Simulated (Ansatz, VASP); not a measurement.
Two plane-wave programs on Ge

File INCAR:

```
SYSTEM = Ge
PREC     = Accurate       ! precision mode
ENCUT    = 520            ! plane-wave cutoff, eV
EDIFF    = 1E-7           ! SCF threshold, eV
ISMEAR   = -1             ! smearing method
SIGMA    = 0.1            ! smearing width, eV
LREAL    = .False.        ! projectors in reciprocal space
LASPH    = .True.         ! aspherical terms in the spheres
NELM     = 60             ! most SCF steps
ALGO     = Normal         ! electronic algorithm
ISIF     = 2              ! what is computed and relaxed
LWAVE    = .False.        ! write WAVECAR
LCHARG   = .True.         ! write CHGCAR
GGA      = RP             ! functional
LELF     = .True.         ! ELF
LVHAR    = .True.       
NBANDS   = 36             ! bands
```

Contents of KPOINTS:

```
Automatic mesh
0
Gamma
  13 13 4
  0 0 0
```

Contents of POSCAR:

```
Ge
1.0
    3.0837952317      0.0000000000      0.0000000000
   -1.5418976159      2.6706450107      0.0000000000
    0.0000000000      0.0000000000     10.1118033223
Ge
4
Direct
    0.0000000000      1.0000000000      1.0000000000
    0.0000000000      1.0000000000      0.5000000000
    0.3333333333      0.6666666667      0.2500000000
    0.6666666667      0.3333333333      0.7500000000
```

Input for Ansatz:

```yaml
crystal:
  lattice:
    - [3.0837952317, 0.0, 0.0]
    - [-1.5418976159, 2.6706450107, 0.0]
    - [0.0, 0.0, 10.1118033223]
  atoms:
    - { symbol: Ge, position: [0.0, 1.0, 1.0] }
    - { symbol: Ge, position: [0.0, 1.0, 0.5] }
    - { symbol: Ge, position: [0.3333333333, 0.6666666667, 0.25] }
    - { symbol: Ge, position: [0.6666666667, 0.3333333333, 0.75] }
hamiltonian:
  xc: rpbe
  pseudopotentials:
    kind: paw
    azcp:
      Ge: "pseudopotentials/Ge.paw.azcp"
basis:
  ecutwfc: 420
  fft_grid_basis: typed
kpoints:
  mp_grid: { grid: [13, 13, 4], shift: [0, 0, 0] }
magnetization:
  spin_polarized: false
scf:
  occupations: { method: fermi_dirac, width: 0.1 }
  lower_state_search: "off"
output:
  stress: true
  write_density: true
  write_potential: true
  elf: true
  volumetric_format: npy
```

Alike in both runs: task single point; functional RPBE; k mesh 13 × 13 × 4; occupations fermi-dirac, width 0.1 eV; no spin polarisation.

|  | VASP | Ansatz |
| --- | --- | --- |
| version | VASP 6.6.1 | Ansatz 0.2.0 |
| potentials or method | VASP PAW PBE potentials, release 64 (Ge_d), cutoff 520 eV | plane waves (420 eV) with PAW, scalar-relativistic |
| valence electrons in the cell | 56 | 56 |

```csv
,VASP,Ansatz,Ansatz less VASP
pressure (GPa),-2.2,-2.2,+0.01
"traceless stress, the component that is largest in VASP (GPa)",0.84,0.84,-0.002
```

VASP's potentials were made for PBE, not for RPBE.
